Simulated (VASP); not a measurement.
# HfB2 (P6/mmm) in VASP: further runs

Runs on HfB2. Level: PBEsol. Tasks: single point, relaxation of cell and atoms.

Program: VASP 6.6.1. These are calculated values, not measurements. Logs are shortened: lines on timing, memory, paths and dates and some standing lists are left out, and cuts for length are marked.

### 1 The cell of the first run

It takes space group P6/mmm (No. 191, hexagonal). Conventional cell: a = 3.037 Å, b = 3.037 Å, c = 3.322 Å, α = 90.00°, β = 90.00°, γ = 120.00°. Within 3.4 Å of Hf (site symmetry 6/mmm) lie 12 B at 2.42 Å and 8 Hf at 3.04 to 3.32 Å. B (site symmetry -6m2) has 3 B at 1.75 Å within 2.3 Å.

### 2 Single point, PBEsol

The input, INCAR:

```
SYSTEM = HfB2
PREC = Accurate ; ENCUT = 520
EDIFF = 1E-6 ; ISMEAR = -1
SIGMA = 0.05 ; LREAL = .FALSE.
LASPH = .TRUE. ; NELM = 100
ALGO = Normal ; ISIF = 2
LWAVE = .FALSE. ; LCHARG = .FALSE.
GGA = PS ; NBANDS = 15
```

The input, KPOINTS:

```
Automatic mesh
0
G
  14 14 10
  0 0 0
```

The input, POSCAR:

```
HfB2
1.0
    3.0368124594      0.0000000000      0.0000000000
   -1.5184062297      2.6299567364      0.0000000000
    0.0000000000      0.0000000000      3.3220852099
Hf B
1 2
Direct
    0.0000000000      0.0000000000      0.0000000000
    0.3333333333      0.6666666667      0.5000000000
    0.6666666667      0.3333333333      0.5000000000
```

Potentials or basis: VASP PAW PBE potentials, release 64 (Hf_pv, B).

Run with:

```bash
$ cat potpaw_PBE.64/Hf_pv/POTCAR potpaw_PBE.64/B/POTCAR > POTCAR
$ mpirun -np 1 vasp_std > vasp.out
```

OUTCAR:

```text
SYSTEM = HfB2
   PREC = Accurate
   ENCUT = 520
   EDIFF = 1E-6
   ISMEAR = -1
   LREAL = .FALSE.
   LASPH = .TRUE.
   NELM = 100
   ISIF = 2
   GGA = PS

 ion  position               nearest neighbor table
   1  0.000  0.000  0.000-   2 2.42   3 2.42   2 2.42   3 2.42   3 2.42   3 2.42   2 2.42   2 2.42
                             3 2.42   3 2.42   2 2.42   2 2.42
   2  0.333  0.667  0.500-   3 1.75   3 1.75   3 1.75   1 2.42   1 2.42   1 2.42   1 2.42   1 2.42
                             1 2.42
   3  0.667  0.333  0.500-   2 1.75   2 1.75   2 1.75   1 2.42   1 2.42   1 2.42   1 2.42   1 2.42
                             1 2.42

  LATTYP: Found a hexagonal cell.
 ALAT       =     3.0368124594
 C/A-ratio  =     1.0939382179

  Lattice vectors:

 A1 = (   3.0368124594,   0.0000000000,   0.0000000000)
 A2 = (  -1.5184062297,   2.6299567364,   0.0000000000)
 A3 = (   0.0000000000,   0.0000000000,   3.3220852099)

Analysis of symmetry for initial positions (statically):
=====================================================================
 Subroutine PRICEL returns:
 Original cell was already a primitive cell.

 Routine SETGRP: Setting up the symmetry group for a
 hexagonal supercell.

 Subroutine GETGRP returns: Found 24 space group operations
 (whereof 24 operations were pure point group operations)
 out of a pool of 24 trial point group operations.

The static configuration has the point symmetry D_6h.

Analysis of symmetry for dynamics (positions and initial velocities):
=====================================================================
 Subroutine PRICEL returns:
 Original cell was already a primitive cell.

 Routine SETGRP: Setting up the symmetry group for a
 hexagonal supercell.

 Subroutine GETGRP returns: Found 24 space group operations
 (whereof 24 operations were pure point group operations)
 out of a pool of 24 trial point group operations.

The dynamic configuration has the point symmetry D_6h.

 Subroutine INISYM returns: Found 24 space group operations
 (whereof 24 operations are pure point group operations),
 and found     1 'primitive' translations

----------------------------------------------------------------------------------------

                                     Primitive cell

  volume of cell :      26.5324

  direct lattice vectors                    reciprocal lattice vectors
     3.036812459  0.000000000  0.000000000     0.329292643  0.190117196  0.000000000
    -1.518406230  2.629956736  0.000000000     0.000000000  0.380234392  0.000000000
     0.000000000  0.000000000  3.322085210     0.000000000  0.000000000  0.301015759

  length of vectors
     3.036812459  3.036812459  3.322085210     0.380234392  0.380234392  0.301015759

  position of ions in fractional coordinates (direct lattice)
     0.000000000  0.000000000  0.000000000
     0.333333333  0.666666667  0.500000000
     0.666666667  0.333333333  0.500000000

  ion indices of the primitive-cell ions
   primitive index   ion index
                 1           1
                 2           2
                 3           3

----------------------------------------------------------------------------------------

 KPOINTS: Automatic mesh

Automatic generation of k-mesh.
 Grid dimensions read from file:
 generate k-points for:   14   14   10

 Generating k-lattice:

  Cartesian coordinates                     Fractional coordinates (reciprocal lattice)
     0.023520903  0.013579800  0.000000000     0.071428571  0.000000000  0.000000000
     0.000000000  0.027159599  0.000000000     0.000000000  0.071428571  0.000000000
     0.000000000  0.000000000  0.030101576     0.000000000  0.000000000  0.100000000

  Length of vectors
     0.027159599  0.027159599  0.030101576

  Shift w.r.t. Gamma in fractional coordinates (k-lattice)
     0.000000000  0.000000000  0.000000000

 Subroutine IBZKPT returns following result:
 ===========================================

 Found    144 irreducible k-points:

 Following reciprocal coordinates:
            Coordinates               Weight
  0.000000  0.000000  0.000000      1.000000
  0.071429 -0.000000  0.000000      6.000000
  0.142857 -0.000000  0.000000      6.000000
  0.214286 -0.000000  0.000000      6.000000
  0.285714 -0.000000  0.000000      6.000000
  0.357143 -0.000000  0.000000      6.000000
[... 16 lines left out ...]
  0.285714  0.285714  0.000000      6.000000
  0.357143  0.285714  0.000000      6.000000
 [... further k-points ...]
   k-points           NKPTS =    144   k-points in BZ     NKDIM =    144   number of bands    NBANDS=     15
   number of dos      NEDOS =    301   number of ions     NIONS =      3
   total plane-waves  NPLWV =  16128
   dimension x,y,z NGX =    24 NGY =   24 NGZ =   28
   dimension x,y,z NGXF=    48 NGYF=   48 NGZF=   56
   ions per type =               1   2
   NGX,Y,Z   is equivalent  to a cutoff of  13.14, 13.14, 14.01 a.u.
   NGXF,Y,Z  is equivalent  to a cutoff of  26.28, 26.28, 28.02 a.u.
 SYSTEM =  HfB2
   PREC   = accura    normal or accurate (medium, high low for compatibility)
   ISTART =      0    job   : 0-new  1-cont  2-samecut
   ICHARG =      2    charge: 1-file 2-atom 10-const
   ISPIN  =      1    spin polarized calculation?
   LNONCOLLINEAR =      F non collinear calculations
   LSORBIT =      F    spin-orbit coupling
   LASPH  =      T    aspherical Exc in radial PAW
   ENCUT  =  520.0 eV  38.22 Ry    6.18 a.u.   5.65  5.65  6.18*2*pi/ulx,y,z
   NELM   =    100;   NELMIN=  2; NELMDL= -5     # of ELM steps
   EDIFF  = 0.1E-05   stopping-criterion for ELM
   LREAL  =      F    real-space projection
   EDIFFG = 0.1E-04   stopping-criterion for IOM
   NSW    =      0    number of steps for IOM
   IBRION =     -1    ionic relax: 0-MD 1-quasi-New 2-CG
   NFREE  =      0    steps in history (QN), initial steepest desc. (CG)
   ISIF   =      2    stress and relaxation
   ISYM   =      2    0-nonsym 1-usesym 2-fastsym
   POTIM  = 0.5000    time-step for ionic-motion
   TEBEG  =    0.0;   TEEND  =   0.0 temperature during run
   PSTRESS=    0.0 pullay stress
   NELECT =      16.0000    total number of electrons
   NUPDOWN=      -1.0000    fix difference up-down
   EMIN   =  10.00;   EMAX   =-10.00  energy-range for DOS
   EFERMI =   0.00;   METHOD = LEGACY
   ISMEAR =    -1;   SIGMA  =   0.05  broadening in eV -4-tet -1-fermi 0-gaus
   EFERMI_NEDOS =   21; number of points for ismear=-14 and -15
   IALGO  =     38    algorithm
   IMIX   =      4    mixing-type and parameters
     AMIX     =   0.40;   BMIX     =  1.00
     AMIX_MAG =   1.60;   BMIX_MAG =  1.00
  volume/ion in A,a.u.               =       8.84        59.68
  Fermi-wavevector in a.u.,A,eV,Ry     =   1.383107  2.613693 26.027732  1.912984
  Thomas-Fermi vector in A             =   2.507736
   LORBIT       =      0    0 simple, 1 ext, 2 COOP (PROOUT), +10 PAW based schemes
   GGA     = PS    functional components
   LHFCALC =     F    Hartree Fock is set to
   AEXX    =    0.0000 exact exchange contribution
   IVDW    =     0    specifies the selected vdW correction
   LEPSILON=     F    determine dielectric tensor
   LRPA    =     F    only Hartree local field effects (RPA)
 non-spin polarized calculation
  energy-cutoff  :      520.00
  volume of cell :       26.53
 maximum number of plane-waves:       733
 NGX is ok and might be reduce to    24
   NGX = 11   NGY = 11   NGZ = 13

 number of electron      16.0000001 magnetization

 Free energy of the ion-electron system (eV)
  ---------------------------------------------------
  ext. energy  EPLUGINS =         0.00000000
  ---------------------------------------------------
  free energy    TOTEN  =       -27.63197073 eV

  energy without entropy =      -27.63024253  energy(sigma->0) =      -27.63110663

 E-fermi :   8.4721     XC(G=0): -13.2219

 val. band max:        8.4670199539   @ k =   0.2857   0.2143   0.0000
 cond. band min:       8.5079780886   @ k =   0.3571   0.1429   0.0000
 fundamental gap:      0.0409581347
 Fermi energy:         8.4720990041

 k-point     1 :       0.0000    0.0000    0.0000
  band No.  band energies     occupation
      1     -21.7458      2.00000
      2     -21.0948      2.00000
      3     -21.0948      2.00000
      4      -5.8844      2.00000
      5       5.1752      2.00000
      6       5.2275      2.00000
      7       5.2275      2.00000
      8       5.9104      2.00000
      9      13.0428      0.00000
     10      13.0428      0.00000
     11      13.8834      0.00000
     12      13.8834      0.00000
     13      13.8965      0.00000
     14      13.8965      0.00000
     15      14.1709      0.00000

 k-point     2 :       0.0714   -0.0000    0.0000
  band No.  band energies     occupation
      1     -21.7360      2.00000
      2     -21.1547      2.00000
      3     -21.1077      2.00000
      4      -5.7590      2.00000
      5       4.9172      2.00000
      6       5.2387      2.00000
      7       5.2965      2.00000
      8       5.7736      2.00000
      9      12.6891      0.00000
     10      12.9508      0.00000
     11      13.0595      0.00000
     12      13.2226      0.00000
     13      14.4589      0.00000
     14      15.0488      0.00000
     15      15.0606      0.00000

 k-point     3 :       0.1429   -0.0000    0.0000
  band No.  band energies     occupation
      1     -21.7084      2.00000
      2     -21.3189      2.00000
      3     -21.1436      2.00000
      4      -5.3967      2.00000
      5       4.1383      2.00000
      6       5.2507      2.00000
      7       5.4284      2.00000
      8       5.6037      2.00000
      9      11.5748      0.00000
     10      12.6380      0.00000
     11      12.7060      0.00000
     12      13.4654      0.00000
     13      15.1688      0.00000
     14      16.1567      0.00000
     15      16.1913      0.00000
[... 343 lines left out ...]
 k-point    23 :       0.2857    0.2857    0.0000
  band No.  band energies     occupation
      1     -21.9832      2.00000
      2     -21.7000      2.00000
      3     -21.5266      2.00000
      4      -1.2386      2.00000
      5       0.5513      2.00000
      6       1.1835      2.00000
      7       4.9293      2.00000
      8       6.7280      2.00000
      9       9.7950      0.00000
     10       9.8666      0.00000
     11      13.5854      0.00000
     12      18.1466      0.00000
     13      18.8247      0.00000
     14      19.4950      0.00000
     15      21.3861      0.00000

 k-point    24 :       0.3571    0.2857    0.0000
  band No.  band energies     occupation
      1     -21.9461      2.00000
      2     -21.7792      2.00000
      3     -21.5203      2.00000
      4      -0.3630      2.00000
      5      -0.0894      2.00000
      6       0.8131      2.00000
      7       5.2322      2.00000
      8       6.1862      2.00000
      9       9.7279      0.00000
     10      10.8191      0.00000
     11      12.4940      0.00000
     12      18.3452      0.00000
     13      19.5964      0.00000
     14      20.4808      0.00000
     15      21.8655      0.00000

 [... further k-points ...]
[... 5 lines left out ...]
  --------------------------------------------------------------------------------------
  -------------------------------------------------------------------------------------
  Total        5.0039709      5.0039709      5.1372032      0.0000000     -0.0000000      0.0000000
  in kB      302.1676808    302.1676808    310.2129946      0.0000000     -0.0000000      0.0000000
  external PRESSURE =     304.8494520 kB  Pullay stress =       0.0000000 kB

 VOLUME and BASIS-vectors are now :
 -----------------------------------------------------------------------------
  energy-cutoff  :      520.00
  volume of cell :       26.53
      direct lattice vectors                 reciprocal lattice vectors
     3.036812459  0.000000000  0.000000000     0.329292643  0.190117196  0.000000000
    -1.518406230  2.629956736  0.000000000     0.000000000  0.380234392  0.000000000
     0.000000000  0.000000000  3.322085210     0.000000000  0.000000000  0.301015759

 POSITION                                       TOTAL-FORCE (eV/Angst)
 -----------------------------------------------------------------------------------
      0.00000      0.00000      0.00000        -0.000000      0.000000      0.000000
     -0.00000      1.75330      1.66104         0.000000      0.000000     -0.000000
      1.51841      0.87665      1.66104        -0.000000     -0.000000      0.000000
 -----------------------------------------------------------------------------------
    total drift:                               -0.000000      0.000000      0.000000

  FREE ENERGIE OF THE ION-ELECTRON SYSTEM (eV)
  ---------------------------------------------------
  free  energy   TOTEN  =       -27.6319707299 eV

  energy  without entropy=      -27.6302425265  energy(sigma->0) =      -27.63110663
```

Run time: 63 s. Hardware: 1 thread of Intel Xeon 8259CL, shared host; peak memory 0.19 GiB.

Results:

- Free energy: -27.6320 eV
- Pressure: 30.5 GPa
- Band gap on the k mesh: zero (bands 8 and 9 overlap by 1.36 eV)

Levels at points of the mesh, in eV from the Fermi level:
| k point | band 6 | band 7 | band 8 | band 9 | band 10 | band 11 |
| --- | --- | --- | --- | --- | --- | --- |
| (0.00, 0.00, 0.00) | -3.24 | -3.24 | -2.56 | 4.57 | 4.57 | 5.41 |
| (0.50, 0.00, 0.00) | -4.46 | -3.57 | -3.27 | 2.46 | 3.07 | 6.42 |
| (0.00, 0.00, 0.50) | -1.26 | -1.26 | 0.17 | 0.17 | 1.05 | 1.05 |
| (0.50, 0.00, 0.50) | -5.47 | -5.15 | -2.40 | 4.64 | 5.01 | 7.11 |

Caveat: the cell stands under pressure; the PAW data sets were made with another functional, which shifts forces and pressure a little; spin-orbit coupling is left out, which moves the levels of the heavy elements.

### 3 Relaxation of cell and atoms, PBEsol, target pressure 30 GPa, at which the enthalpy is minimised

This run uses another cell than the first one, of 9.73 Å³/atom.

The input, INCAR:

```
SYSTEM = HfB2
PREC     = Accurate       ! precision mode
ENCUT    = 600            ! plane-wave cutoff, eV
EDIFF    = 1E-6           ! SCF threshold, eV
ISMEAR   = -1             ! smearing method
SIGMA    = 0.05           ! smearing width, eV
LREAL    = .False.        ! projectors in reciprocal space
LASPH    = .True.         ! aspherical terms in the spheres
NELM     = 60             ! most SCF steps
ALGO     = Normal         ! electronic algorithm
ISIF     = 3              ! what is computed and relaxed
LWAVE    = .False.        ! write WAVECAR
LCHARG   = .False.        ! write CHGCAR
GGA      = PS             ! functional
IBRION   = 2              ! ionic algorithm
NSW      = 100            ! ionic steps
EDIFFG   = -0.002         ! ionic threshold
PSTRESS  = 300.0
```

The input, KPOINTS:

```
regular mesh
0
Gamma
  14 14 10
  0 0 0
```

The input, POSCAR:

```
HfB2
1.0
    3.1281181577      0.0000000000      0.0000000000
   -1.5640590788      2.7090297906      0.0000000000
    0.0000000000      0.0000000000      3.4453628175
Hf B
1 2
Direct
    0.0000000000      0.0000000000      0.0000000000
    0.3333333333      0.6666666667      0.5000000000
    0.6666666667      0.3333333333      0.5000000000
```

Potentials or basis: VASP PAW PBE potentials, release 64 (Hf_pv, B).

Run with:

```bash
$ cat potpaw_PBE.64/Hf_pv/POTCAR potpaw_PBE.64/B/POTCAR > POTCAR
$ mpirun -np 1 vasp_std > vasp.out
```

Wall time 5.9 min (1 thread of Intel Xeon 8259CL, shared host); peak memory 0.22 GiB.

The run converged. Its results:

```yaml
Free_energy: -27.6423 eV
Relaxed_volume: 8.86 Å³/atom
Relaxed_cell: a = 3.036 Å, b = 3.036 Å, c = 3.328 Å, α = 90.00°, β = 90.00°, γ = 120.00°
Space_group_after_relaxing_to_0.1_Å: P6/mmm (No. 191)
Energy_change_on_relaxing_the_run_minimises_the_enthalpy: +75.7 meV/atom
Ionic_steps: 9
Pressure_after_relaxing: 30.0 GPa
Band_gap_on_the_k_mesh: zero (bands 8 and 9 overlap by 1.34 eV)
```

The path:
```tsv
step	energy change (eV)	largest force (eV/Å)	pressure (GPa)	volume (Å³)
1	0.0000	0.0000	-0.09	29.20
2	2.2110	0.0000	125.86	22.13
3	0.1994	0.0000	27.88	26.72
4	0.2220	0.0000	29.65	26.60
5	0.2315	0.0000	30.36	26.55
6	0.2325	0.0000	30.42	26.54
7	0.2324	0.0000	30.41	26.54
8	0.2184	0.0000	29.34	26.61
9	0.2272	0.0000	30.00	26.57
```

Final structure:
```
Hf B
1.0
     3.03621    0.00000    0.00000
    -1.51811    2.62944    0.00000
     0.00000    0.00000    3.32767
Hf B
1 2
Cartesian
  0.0000 0.0000 0.0000
  0.0000 1.7530 1.6638
  1.5181 0.8765 1.6638
```

Levels at points of the mesh, in eV from the Fermi level:
```tsv
k point	band 6	band 7	band 8	band 9	band 10	band 11
(0.00, 0.00, 0.00)	-3.23	-3.23	-2.58	4.56	4.56	5.40
(0.50, 0.00, 0.00)	-4.47	-3.56	-3.26	2.45	3.06	6.43
(0.00, 0.00, 0.50)	-1.25	-1.25	0.19	0.19	1.05	1.05
(0.50, 0.00, 0.50)	-5.45	-5.14	-2.40	4.64	4.97	7.12
```

Caveat: the cell is relaxed towards a set pressure, so the run minimises the enthalpy, not the energy; the PAW data sets were made with another functional, which shifts forces and pressure a little; spin-orbit coupling is left out, which moves the levels of the heavy elements.
